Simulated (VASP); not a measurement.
Wanted: the native input for a VASP 6.6.1 run.

```yaml
Task: single point
Functional: LDA
Potentials_or_basis: VASP PAW LDA potentials, release 64 (Ta_pv, N)
Cutoff: 520 eV
k_mesh: 6 × 6 × 4
Occupations: gaussian, width 0.1 eV
Spin: no spin polarisation
Dipole_correction: no
Further_INCAR_settings: ALGO = Normal; EDIFF = 1e-06; NBANDS = 20
```

The structure of Ta2N lies in POSCAR:

```
Ta2N
1.0
    3.1128615100      0.0000000000      0.0000000000
   -1.5564307500      2.6958171400      0.0000000000
    0.0000000000      0.0000000000      4.8698410000
Ta N
2 1
Direct
    0.6666666700      0.3333333300      0.7452890000
    0.3333333300      0.6666666700      0.2547110000
    0.0000000000      0.0000000000      0.0000000000
```

One way to write it, as run:

INCAR

```
PREC = Accurate ; ENCUT = 520
EDIFF = 1E-6 ; ISMEAR = 0
SIGMA = 0.1 ; LREAL = F
LASPH = T ; NELM = 100
ALGO = Normal ; ISIF = 2
LWAVE = F ; LCHARG = F
GGA = CA ; NBANDS = 20
```

KPOINTS

```
Automatic mesh
0
Gamma
  6 6 4
```

Potentials or basis: VASP PAW LDA potentials, release 64 (Ta_pv, N).

The run is started by

```sh
$ cat potpaw_LDA.64/Ta_pv/POTCAR potpaw_LDA.64/N/POTCAR > POTCAR
$ mpirun -np 1 vasp_std > vasp.out
```

It gave:

```json
{
 "Pressure": "-13.1 GPa",
 "Largest force": "0.657 eV/Å",
 "Band gap on the k mesh": "zero (an odd number of electrons rules out a gap without spin polarisation)"
}
```

Caveat: the k points lie up to 0.39 Å⁻¹ apart, too coarse for converged energies and pressures of a metal; spin-orbit coupling is left out, which moves the levels of the heavy elements.

It took 16 s on 1 thread of AMD EPYC 7R13 Processor (Zen 3) (shared host), peak memory 0.12 GiB.
